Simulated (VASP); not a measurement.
Write the native input for VASP 6.6.1 that does the following.

- Task: single point
- Functional: PBEsol
- Potentials or basis: VASP PAW PBE potentials, release 64 (Ca_sv)
- Cutoff: 520 eV
- k mesh: 7 × 7 × 10
- Occupations: fermi-dirac, width 0.1 eV
- Spin: no spin polarisation
- Dipole correction: no
- Further INCAR settings: ALGO = Normal; EDIFF = 1e-06; NBANDS = 22

The structure of Ca lies in POSCAR:

```
Ca
1.0
    6.2827803875      0.0000000000      0.0000000000
   -3.1413901938      5.4410474220      0.0000000000
    0.0000000000      0.0000000000      3.7501262655
Ca
3
Direct
    1.0000000000      1.0000000000      0.0000000000
    0.3333333333      0.6666666667      0.5000000000
    0.6666666667      0.3333333333      0.5000000000
```

This isn't the form of Ca at room conditions, which is fcc.

The input as run:

INCAR

```
ALGO = Normal
EDIFF = 1E-6
ENCUT = 520
GGA = PS
ISIF = 2
ISMEAR = -1
LASPH = T
LCHARG = F
LREAL = F
LWAVE = F
NBANDS = 22
NELM = 60
PREC = Accurate
SIGMA = 0.1
```

KPOINTS

```
k-points
0
Gamma
  7 7 10
```

Potentials or basis: VASP PAW PBE potentials, release 64 (Ca_sv).

Run with:

```console
$ cat potpaw_PBE.64/Ca_sv/POTCAR > POTCAR
$ mpirun -np 1 vasp_std > vasp.out
```

Results of the run:

| Property | Result |
| --- | --- |
| Pressure | -0.6 GPa |
| Band gap on the k mesh | zero (bands 15 and 16 overlap by 0.35 eV) |

Caveat: the PAW data sets were made with another functional, which shifts forces and pressure a little.

Run time: 58 s on 1 thread of AMD EPYC 9R45 96-Core Processor (Zen 5) (shared host), peak memory 0.26 GiB.
